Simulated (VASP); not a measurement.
# Be (Fd-3m) in VASP: notebook

Be is run at these levels: PBE; tasks: density of states.

Everything below comes from runs of VASP 6.6.1. Logs are shortened: lines on timing, memory, paths and dates and some standing lists are left out, and cuts for length are marked.

## Step 1: The cell of the first run

The structure is cubic, space group Fd-3m (No. 227). The conventional cell has a = 3.697 Å, b = 3.697 Å, c = 3.697 Å, α = 90.00°, β = 90.00°, γ = 90.00°. Be (site symmetry -43m) has 4 Be at 1.60 Å within 2.1 Å.

## Step 2: Density of states, PBE (volume scaled by 0.43)

The input, POSCAR:

```
Be
1.0
    0.0000000000      1.8485631705      1.8485631705
    1.8485631705      0.0000000000      1.8485631705
    1.8485631705      1.8485631705      0.0000000000
Be
2
Direct
   -0.1250000000     -0.1250000000     -0.1250000000
    0.1250000000      0.1250000000      0.1250000000
```

The input, INCAR.step1:

```
SYSTEM = Be
PREC     = Accurate       ! precision mode
ENCUT    = 520            ! plane-wave cutoff, eV
EDIFF    = 1E-6           ! SCF threshold, eV
ISMEAR   = -1             ! smearing method
SIGMA    = 0.1            ! smearing width, eV
LREAL    = .FALSE.        ! projectors in reciprocal space
LASPH    = .TRUE.         ! aspherical terms in the spheres
NELM     = 60             ! most SCF steps
ALGO     = Normal         ! electronic algorithm
ISIF     = 2              ! what is computed and relaxed
LWAVE    = .FALSE.        ! write WAVECAR
LCHARG   = .TRUE.         ! write CHGCAR
GGA      = PE             ! functional
NBANDS   = 9              ! bands
```

The input, KPOINTS.step1:

```
Automatic mesh
0
G
  15 15 15
  0 0 0
```

The input, INCAR.step2:

```
SYSTEM = Be
PREC     = Accurate       ! precision mode
ENCUT    = 520            ! plane-wave cutoff, eV
EDIFF    = 1E-6           ! SCF threshold, eV
ISMEAR   = -5             ! smearing method
SIGMA    = 0.1            ! smearing width, eV
LREAL    = .FALSE.        ! projectors in reciprocal space
LASPH    = .TRUE.         ! aspherical terms in the spheres
NELM     = 60             ! most SCF steps
ALGO     = Normal         ! electronic algorithm
ISIF     = 2              ! what is computed and relaxed
LWAVE    = .FALSE.        ! write WAVECAR
LCHARG   = .FALSE.        ! write CHGCAR
GGA      = PE             ! functional
LORBIT   = 11             ! projections on sites
NBANDS   = 9              ! bands
NEDOS    = 1001           ! points of the DOS
ICHARG   = 11             ! starting density
```

The input, KPOINTS.step2:

```
Automatic mesh
0
G
  23 23 23
  0 0 0
```

Potentials or basis: VASP PAW PBE potentials, release 64 (Be).

The run is started by

```bash
$ cat potpaw_PBE.64/Be/POTCAR > POTCAR
$ cp INCAR.step1 INCAR
$ cp KPOINTS.step1 KPOINTS
$ mpirun -np 1 vasp_std > vasp.out
$ cp INCAR.step2 INCAR
$ cp KPOINTS.step2 KPOINTS
$ mpirun -np 1 vasp_std > vasp.out
```

OUTCAR:

```text
SYSTEM = Be
   PREC = Accurate
   ENCUT = 520
   EDIFF = 1E-6
   ISMEAR = -5
   LREAL = .FALSE.
   LASPH = .TRUE.
   NELM = 60
   ISIF = 2
   GGA = PE
   LORBIT = 11
   ICHARG = 11

 ion  position               nearest neighbor table
   1  0.875  0.875  0.875-   2 1.60   2 1.60   2 1.60   2 1.60
   2  0.125  0.125  0.125-   1 1.60   1 1.60   1 1.60   1 1.60

  LATTYP: Found a face centered cubic cell.
 ALAT       =     3.6971263410

  Lattice vectors:

 A1 = (   0.0000000000,   1.8485631705,   1.8485631705)
 A2 = (   1.8485631705,   0.0000000000,   1.8485631705)
 A3 = (   1.8485631705,   1.8485631705,   0.0000000000)

Analysis of symmetry for initial positions (statically):
=====================================================================
 Subroutine PRICEL returns:
 Original cell was already a primitive cell.

 Routine SETGRP: Setting up the symmetry group for a
 face centered cubic supercell.

 Subroutine GETGRP returns: Found 48 space group operations
 (whereof 12 operations were pure point group operations)
 out of a pool of 48 trial point group operations.

The static configuration has the point symmetry D_3d.
 The point group associated with its full space group is O_h .

Analysis of symmetry for dynamics (positions and initial velocities):
=====================================================================
 Subroutine PRICEL returns:
 Original cell was already a primitive cell.

 Routine SETGRP: Setting up the symmetry group for a
 face centered cubic supercell.

 Subroutine GETGRP returns: Found 48 space group operations
 (whereof 12 operations were pure point group operations)
 out of a pool of 48 trial point group operations.

The dynamic configuration has the point symmetry D_3d.
 The point group associated with its full space group is O_h .

 Subroutine INISYM returns: Found 48 space group operations
 (whereof 12 operations are pure point group operations),
 and found     1 'primitive' translations

----------------------------------------------------------------------------------------

                                     Primitive cell

  volume of cell :      12.6338

  direct lattice vectors                    reciprocal lattice vectors
     0.000000000  1.848563171  1.848563171    -0.270480343  0.270480343  0.270480343
     1.848563171  0.000000000  1.848563171     0.270480343 -0.270480343  0.270480343
     1.848563171  1.848563171  0.000000000     0.270480343  0.270480343 -0.270480343

  length of vectors
     2.614263107  2.614263107  2.614263107     0.468485696  0.468485696  0.468485696

[... 90 lines left out ...]
   POTIM  = 0.5000    time-step for ionic-motion
   TEBEG  =    0.0;   TEEND  =   0.0 temperature during run
   PSTRESS=    0.0 pullay stress
   NELECT =       4.0000    total number of electrons
   NUPDOWN=      -1.0000    fix difference up-down
   EMIN   =  10.00;   EMAX   =-10.00  energy-range for DOS
   EFERMI =   0.00;   METHOD = LEGACY
   ISMEAR =    -5;   SIGMA  =   0.10  broadening in eV -4-tet -1-fermi 0-gaus
   EFERMI_NEDOS =   21; number of points for ismear=-14 and -15
   IALGO  =     38    algorithm
   IMIX   =      4    mixing-type and parameters
     AMIX     =   0.40;   BMIX     =  1.00
     AMIX_MAG =   1.60;   BMIX_MAG =  1.00
  volume/ion in A,a.u.               =       6.32        42.63
  Fermi-wavevector in a.u.,A,eV,Ry     =   1.115794  2.108544 16.939190  1.244995
  Thomas-Fermi vector in A             =   2.252402
   LORBIT       =     11    0 simple, 1 ext, 2 COOP (PROOUT), +10 PAW based schemes
   GGA     = PE    functional components
   LHFCALC =     F    Hartree Fock is set to
   AEXX    =    0.0000 exact exchange contribution
   IVDW    =     0    specifies the selected vdW correction
   LEPSILON=     F    determine dielectric tensor
   LRPA    =     F    only Hartree local field effects (RPA)
 non-spin polarized calculation
 Fermi weights with tetrahedron method with Bloechl corrections
  energy-cutoff  :      520.00
  volume of cell :       12.63
 maximum number of plane-waves:       350

 number of electron       4.0000000 magnetization

 Free energy of the ion-electron system (eV)
  ---------------------------------------------------
  ext. energy  EPLUGINS =         0.00000000
  ---------------------------------------------------
  free energy    TOTEN  =        -0.04713933 eV

  energy without entropy =       -0.04713933  energy(sigma->0) =       -0.04713933

 E-fermi :   8.2691     XC(G=0): -11.3014

 val. band max:        8.4215090651   @ k =   0.4783   0.3478   0.1304
 cond. band min:       8.1047138965   @ k =  -0.2609   0.2609   0.0000
 fundamental gap:     -0.3167951686
 Fermi energy:         8.2690588552

 k-point     1 :       0.0000    0.0000    0.0000
  band No.  band energies     occupation
      1      -3.3381      2.00000
      2      16.6908      0.00000
      3      16.6908      0.00000
      4      16.6908      0.00000
      5      20.0692      0.00000
      6      20.0692      0.00000
      7      20.0692      0.00000
      8      33.9916      0.00000
      9      34.5635      0.00000
[... 265 lines left out ...]
 k-point    24 :      -0.4783    0.0435    0.0000
  band No.  band energies     occupation
      1       0.7431      2.00000
      2       4.3237      2.00000
      3      13.1180      0.00000
      4      13.2144      0.00000
      5      21.1515      0.00000
      6      21.5085      0.00000
      7      26.9287      0.00000
      8      29.3969      0.00000
      9      37.7552      0.00000

 [... further k-points ...]
[... 5 lines left out ...]
  --------------------------------------------------------------------------------------
  -------------------------------------------------------------------------------------
  Total       11.8258346     11.8258346     11.8258346     -0.0000000     -0.0000000      0.0000000
  in kB     1499.7176399   1499.7176399   1499.7176399     -0.0000000     -0.0000000      0.0000000
  external PRESSURE =    1499.7176399 kB  Pullay stress =       0.0000000 kB

 VOLUME and BASIS-vectors are now :
 -----------------------------------------------------------------------------
  energy-cutoff  :      520.00
  volume of cell :       12.63
      direct lattice vectors                 reciprocal lattice vectors
     0.000000000  1.848563171  1.848563171    -0.270480343  0.270480343  0.270480343
     1.848563171  0.000000000  1.848563171     0.270480343 -0.270480343  0.270480343
     1.848563171  1.848563171  0.000000000     0.270480343  0.270480343 -0.270480343

 POSITION                                       TOTAL-FORCE (eV/Angst)
 -----------------------------------------------------------------------------------
      3.23499      3.23499      3.23499        -0.000000     -0.000000      0.000000
      0.46214      0.46214      0.46214         0.000000      0.000000     -0.000000
 -----------------------------------------------------------------------------------
    total drift:                                0.000000      0.000000     -0.000000

  FREE ENERGIE OF THE ION-ELECTRON SYSTEM (eV)
  ---------------------------------------------------
  free  energy   TOTEN  =        -0.0471393287 eV

  energy  without entropy=       -0.0471393287  energy(sigma->0) =       -0.04713933

 total charge

# of ion       s       p       d       tot
------------------------------------------
    1        0.745   0.988   0.000   1.733
    2        0.745   0.988   0.000   1.733
--------------------------------------------------
tot          1.490   1.976   0.000   3.466
```

OUTCAR.step1:

```text
SYSTEM = Be
   PREC = Accurate
   ENCUT = 520
   EDIFF = 1E-6
   ISMEAR = -1
   LREAL = .FALSE.
[... 511 lines left out ...]
      3.23499      3.23499      3.23499        -0.000000     -0.000000     -0.000000
      0.46214      0.46214      0.46214         0.000000      0.000000      0.000000
 -----------------------------------------------------------------------------------
    total drift:                                0.000000     -0.000000     -0.000000

  FREE ENERGIE OF THE ION-ELECTRON SYSTEM (eV)
  ---------------------------------------------------
  free  energy   TOTEN  =        -0.0609380467 eV

  energy  without entropy=       -0.0397826186  energy(sigma->0) =       -0.05036033
```

Run time: 19 s. Hardware: 1 thread of Intel Xeon Platinum 8375C at 2.90GHz (Ice Lake), shared host; peak memory 0.15 GiB.

What came out:

```
Valence electrons inside the program's atomic spheres : Be 1.73
```

Levels at points of the mesh, in eV from the Fermi level:
```csv
k point,band 1,band 2,band 3,band 4,band 5,band 6,band 7
"(0.00, 0.00, 0.00)",-11.61,8.42,8.42,8.42,11.80,11.80,11.80
```

Caveat: tetrahedron occupations give inexact forces and stress in metals.

[end of part 1 of 2]
